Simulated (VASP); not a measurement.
Write the native input for VASP 6.6.1 that does the following.

- Task: single point
- Functional: PBE
- Potentials or basis: VASP PAW PBE potentials, release 64 (C)
- Cutoff: 520 eV
- k mesh: 12 × 12 × 12
- Occupations: gaussian, width 0.05 eV
- Spin: no spin polarisation
- Dipole correction: no
- Further INCAR settings: ALGO = Normal; EDIFF = 1e-06; NBANDS = 31

The structure of C lies in POSCAR:

```
C
1.0
    1.2346000000      0.7127966423     10.6434666667
   -1.2346000000      0.7127966423     10.6434666667
    0.0000000000     -1.4255932847     10.6434666667
C
10
Direct
    0.0248257000      0.0248257000      0.0248257000
    0.9751743000      0.9751743000      0.9751743000
    0.1086810650      0.1086810650      0.1086810650
    0.8913189350      0.8913189350      0.8913189350
    0.1583663742      0.1583663742      0.1583663742
    0.8416336258      0.8416336258      0.8416336258
    0.3748589682      0.3748589682      0.3748589682
    0.6251410318      0.6251410318      0.6251410318
    0.4253192967      0.4253192967      0.4253192967
    0.5746807033      0.5746807033      0.5746807033
```

One way to write it, as run:

INCAR

```
PREC = Accurate ; ENCUT = 520
EDIFF = 1E-6 ; ISMEAR = 0
SIGMA = 0.05 ; LREAL = False
LASPH = True ; NELM = 60
ALGO = Normal ; ISIF = 2
LWAVE = False ; LCHARG = False
GGA = PE ; NBANDS = 31
```

KPOINTS

```
regular mesh
0
Gamma
  12 12 12
```

Potentials or basis: VASP PAW PBE potentials, release 64 (C).

Run with:

```console
$ cat potpaw_PBE.64/C/POTCAR > POTCAR
$ mpirun -np 1 vasp_std > vasp.out
```

Results of the run:

* Pressure: 8.1 GPa
* Largest force: 0.084 eV/Å
* Band gap on the k mesh: 4.34 eV

Caveat: the stress differs along the axes, from -29 to 27 GPa.

Wall time 33 min on 1 thread of Intel(R) Xeon(R) 6975P-C (Granite Rapids), with other jobs on the host, peak memory 0.96 GiB.
